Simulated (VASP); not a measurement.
A run of VASP 6.6.1 is set up as follows.

Contents of INCAR:

```
SYSTEM = PtPb
  PREC = Accurate
  ENCUT = 430
  EDIFF = 1E-8
  ISMEAR = -1
  SIGMA = 0.05
  LREAL = .FALSE.
  LASPH = .TRUE.
  NELM = 120
  ALGO = Normal
  ISIF = 2
  LWAVE = .FALSE.
  LCHARG = .FALSE.
  LEFG = .TRUE.
  NBANDS = 40
  GGA_COMPAT = .FALSE.
```

Contents of KPOINTS:

```
regular mesh
0
G
  10 10 7
  0 0 0
```

The input POSCAR:

```
PtPb
1.0
    4.1632418248      0.0000000000      0.0000000000
   -2.0816209124      3.6054731824      0.0000000000
    0.0000000000      0.0000000000      5.3446218092
Pt Pb
2 2
Direct
    0.3333333333      0.6666666667      0.2500000000
    0.6666666667      0.3333333333      0.7500000000
    0.0000000000      0.0000000000      0.0000000000
    0.0000000000      0.0000000000      0.5000000000
```

Potentials or basis: VASP PAW LDA potentials, release 64 (Pt_sv_GW, Pb_d).

Run with:

```console
$ cat potpaw_LDA.64/Pt_sv_GW/POTCAR potpaw_LDA.64/Pb_d/POTCAR > POTCAR
$ mpirun -np 1 vasp_std > vasp.out
```

**Question.** Estimate the band gap on the k mesh.

**Answer.** Zero (bands 32 and 33 overlap by 3.21 eV).

**Question.** What does it give for the pressure?

**Answer.** 15.0 GPa.

Stress tensor (GPa, compression positive):
```
 4.91  0.00  0.00
 0.00  4.91  0.00
 0.00  0.00 35.32
```

Caveat: the stress differs along the axes, from 5 to 35 GPa; without QUAD_EFG the Cq values of the log hold for a quadrupole moment of 1 mb, not for the nuclei; spin-orbit coupling is left out, which moves the levels of the heavy elements.
